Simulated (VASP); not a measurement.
# ZnAg (Pm-3m) in VASP: vibrations by perturbation theory with LDA

Aim: the vibrations by perturbation theory of ZnAg with LDA.

Program: VASP 6.6.1. These are calculated values, not measurements. Logs are shortened: lines on timing, memory, paths and dates and some standing lists are left out, and cuts for length are marked.

## (1) The cell of the first run

Symmetry: Pm-3m, No. 221, cubic system. Conventional cell: a = 3.077 Å, b = 3.077 Å, c = 3.077 Å, α = 90.00°, β = 90.00°, γ = 90.00°. Within 3.5 Å of Zn (site symmetry m-3m) lie 8 Ag at 2.66 Å and 6 Zn at 3.08 Å. Ag (site symmetry m-3m) has 8 Zn at 2.66 Å and 6 Ag at 3.08 Å within 3.5 Å.

## (2) Vibrations by perturbation theory, LDA

Contents of INCAR:

```
SYSTEM = ZnAg
PREC     = Accurate       ! precision mode
ENCUT    = 520            ! plane-wave cutoff, eV
EDIFF    = 1E-8           ! SCF threshold, eV
ISMEAR   = -1             ! smearing method
SIGMA    = 0.15           ! smearing width, eV
LREAL    = .False.        ! projectors in reciprocal space
LASPH    = .True.         ! aspherical terms in the spheres
NELM     = 80             ! most SCF steps
ALGO     = Normal         ! electronic algorithm
ISIF     = 2              ! what is computed and relaxed
LWAVE    = .False.        ! write WAVECAR
LCHARG   = .False.        ! write CHGCAR
NBANDS   = 18             ! bands
IBRION   = 8              ! ionic algorithm
NSW      = 1              ! ionic steps
```

Contents of KPOINTS:

```
regular mesh
0
Gamma
  14 14 14
  0 0 0
```

Contents of POSCAR:

```
ZnAg
1.0
    3.0770027259      0.0000000000      0.0000000000
    0.0000000000      3.0770027259      0.0000000000
    0.0000000000      0.0000000000      3.0770027259
Zn Ag
1 1
Direct
    0.5000000000      0.5000000000      0.5000000000
    0.0000000000      0.0000000000      0.0000000000
```

Potentials or basis: VASP PAW LDA potentials, release 64 (Zn, Ag).

Launch:

```
cat potpaw_LDA.64/Zn/POTCAR potpaw_LDA.64/Ag/POTCAR > POTCAR
mpirun -np 1 vasp_std > vasp.out
```

OUTCAR:

```text
SYSTEM = ZnAg
   PREC = Accurate
   ENCUT = 520
   EDIFF = 1E-8
   ISMEAR = -1
   LREAL = .False.
   LASPH = .True.
   NELM = 80
   ISIF = 2
   IBRION = 8
   NSW = 1

 ion  position               nearest neighbor table
   1  0.500  0.500  0.500-   2 2.66   2 2.66   2 2.66   2 2.66   2 2.66   2 2.66   2 2.66   2 2.66

   2  0.000  0.000  0.000-   1 2.66   1 2.66   1 2.66   1 2.66   1 2.66   1 2.66   1 2.66   1 2.66

  LATTYP: Found a simple cubic cell.
 ALAT       =     3.0770027259

  Lattice vectors:

 A1 = (   3.0770027259,   0.0000000000,   0.0000000000)
 A2 = (   0.0000000000,   3.0770027259,   0.0000000000)
 A3 = (   0.0000000000,   0.0000000000,   3.0770027259)

Analysis of symmetry for initial positions (statically):
=====================================================================
 Subroutine PRICEL returns:
 Original cell was already a primitive cell.

 Routine SETGRP: Setting up the symmetry group for a
 simple cubic supercell.

 Subroutine GETGRP returns: Found 48 space group operations
 (whereof 48 operations were pure point group operations)
 out of a pool of 48 trial point group operations.

The static configuration has the point symmetry O_h .

Analysis of symmetry for dynamics (positions and initial velocities):
=====================================================================
 Subroutine PRICEL returns:
 Original cell was already a primitive cell.

 Routine SETGRP: Setting up the symmetry group for a
 simple cubic supercell.

 Subroutine GETGRP returns: Found 48 space group operations
 (whereof 48 operations were pure point group operations)
 out of a pool of 48 trial point group operations.

The dynamic configuration has the point symmetry O_h .

 Subroutine INISYM returns: Found 48 space group operations
[... 666 lines left out ...]
  Total        0.0913517      0.0913517      0.0913517     -0.0000000      0.0000000     -0.0000000
  in kB        5.0239289      5.0239289      5.0239289     -0.0000000      0.0000000     -0.0000000
  external PRESSURE =       5.0239289 kB  Pullay stress =       0.0000000 kB

 VOLUME and BASIS-vectors are now :
 -----------------------------------------------------------------------------
  energy-cutoff  :      520.00
  volume of cell :       29.13
      direct lattice vectors                 reciprocal lattice vectors
     3.077002726  0.000000000  0.000000000     0.324991587  0.000000000  0.000000000
     0.000000000  3.077002726  0.000000000     0.000000000  0.324991587  0.000000000
     0.000000000  0.000000000  3.077002726     0.000000000  0.000000000  0.324991587

 POSITION                                       TOTAL-FORCE (eV/Angst)
 -----------------------------------------------------------------------------------
      1.53850      1.53850      1.53850         0.000000      0.000000      0.000000
      0.00000      0.00000      0.00000         0.000000      0.000000      0.000000
 -----------------------------------------------------------------------------------
    total drift:                                0.000000      0.000000     -0.000000

  FREE ENERGIE OF THE ION-ELECTRON SYSTEM (eV)
  ---------------------------------------------------
  free  energy   TOTEN  =        -5.8079699615 eV

  energy  without entropy=       -5.7744831338  energy(sigma->0) =       -5.79122655

[... ionic steps 2 to 3 ...]

--------------------------------------- Ionic step        4  -------------------------------------------

------------------------ aborting loop because EDIFF is reached ----------------------------------------

[... ionic steps 5 to 6 ...]

--------------------------------------- Ionic step        7  -------------------------------------------

 Free energy of the ion-electron system (eV)
  ---------------------------------------------------
  ---------------------------------------------------
  free energy    TOTEN  =        -0.29303467 eV

  energy without entropy =       -0.29303467

------------------------ aborting loop because EDIFF is reached ----------------------------------------

 INTERNAL STRAIN TENSOR  FOR ION    2  DIRECTION 1   (eV/Angst):
 -----------------------------------------------------------------------------
     0.00545  0.00000 -0.00000
     0.00000 -0.00388 -0.00000
     0.00000 -0.00000 -0.00388

 INTERNAL STRAIN TENSOR FOR ION    2 for displacements in x,y,z  (eV/Angst):
          X           Y           Z          XY          YZ          ZX
  --------------------------------------------------------------------------------
  x     0.00000     0.00000     0.00000     0.00000     0.00000     0.00000
  y     0.00000     0.00000     0.00000     0.00000     0.00000     0.00000
  z     0.00000     0.00000     0.00000     0.00000     0.00000     0.00000

 SECOND DERIVATIVES (NOT SYMMETRIZED)
 ------------------------------------
               1X          1Y          1Z          2X          2Y          2Z
  1X    -4.299359   -0.000000   -0.000000    4.299359    0.000000    0.000000
  1Y    -0.000000   -4.299359    0.000000    0.000000    4.299359   -0.000000
  1Z    -0.000000   -0.000000   -4.299359    0.000000    0.000000    4.299359
  2X     4.341897    0.000000   -0.000000   -4.341897   -0.000000    0.000000
  2Y     0.000000    4.341897    0.000000   -0.000000   -4.341897   -0.000000
  2Z    -0.000000   -0.000000    4.341897    0.000000    0.000000   -4.341897

 Eigenvectors and eigenvalues of the dynamical matrix
 ----------------------------------------------------

   1 f  =    5.089884 THz    31.980681 2PiTHz  169.780239 cm-1    21.050057 meV
             X         Y         Z           dx          dy          dz
      1.538501  1.538501  1.538501     0.319523    0.719843   -0.000000
      0.000000  0.000000  0.000000    -0.250006   -0.563231   -0.000000
[... 21 lines left out ...]
   6 f/i=    0.012160 THz     0.076405 2PiTHz    0.405623 cm-1     0.050291 meV
             X         Y         Z           dx          dy          dz
      1.538501  1.538501  1.538501     0.038046    0.575575   -0.216790
      0.000000  0.000000  0.000000     0.048625    0.735619   -0.277071

--------------------------------------------------------------------------------------------------------

 ELASTIC MODULI CONTR FROM IONIC RELAXATION (kBar)
 Direction    XX          YY          ZZ          XY          YZ          ZX
 --------------------------------------------------------------------------------
 XX           0.0000      0.0000      0.0000      0.0000      0.0000      0.0000
 YY           0.0000      0.0000      0.0000      0.0000      0.0000      0.0000
 ZZ           0.0000      0.0000      0.0000      0.0000      0.0000      0.0000
 XY           0.0000      0.0000      0.0000      0.0000      0.0000      0.0000
 YZ           0.0000      0.0000      0.0000      0.0000      0.0000      0.0000
 ZX           0.0000      0.0000      0.0000      0.0000      0.0000      0.0000
 --------------------------------------------------------------------------------
```

It took 5.7 min on 1 thread of Intel Xeon Platinum 8259CL at 2.50GHz (Skylake/Cascade Lake), shared host; peak memory 0.46 GiB.

Results:

* Highest phonon frequency at Γ: 170 cm⁻¹

Phonon frequencies in cm⁻¹ (negative: imaginary):
| q point | frequencies |
| --- | --- |
| (0.000, 0.000, 0.000) | 0 0 0 170 170 170 |
